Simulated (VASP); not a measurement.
A run of VASP 6.6.1:

File INCAR:

```
SYSTEM = TiAl
PREC = Accurate
ENCUT = 520
EDIFF = 1E-6
ISMEAR = -1
SIGMA = 0.05
LREAL = .False.
LASPH = .True.
NELM = 80
ALGO = Normal
ISIF = 2
LWAVE = .False.
LCHARG = .True.
GGA = RP
IVDW = 12
LELF = .True.
LVHAR = .True.
NBANDS = 14
```

Contents of KPOINTS:

```
Automatic mesh
0
Gamma
  8 8 8
  0 0 0
```

The input POSCAR:

```
TiAl
1.0
    2.9545616715      0.0000000000      0.0000000000
    0.0000000000      2.9545616715      0.0000000000
    0.0000000000      0.0000000000      2.9545616715
Ti Al
1 1
Direct
    0.0000000000      0.0000000000      0.0000000000
    0.5000000000      0.5000000000      0.5000000000
```

Potentials or basis: VASP PAW PBE potentials, release 64 (Ti_sv, Al).

The run is started by

```bash
$ cat potpaw_PBE.64/Ti_sv/POTCAR potpaw_PBE.64/Al/POTCAR > POTCAR
$ mpirun -np 1 vasp_std > vasp.out
```

Hardware: 1 thread of AMD EPYC 7R43 64-Core Processor (Zen 3), with other jobs on the host.

Estimate the wall time of this run.

It took 17 s on 1 thread of AMD EPYC 7R43 64-Core Processor (Zen 3), on a shared host, peak memory 0.12 GiB. Counts: scf iterations 13, k points 35.
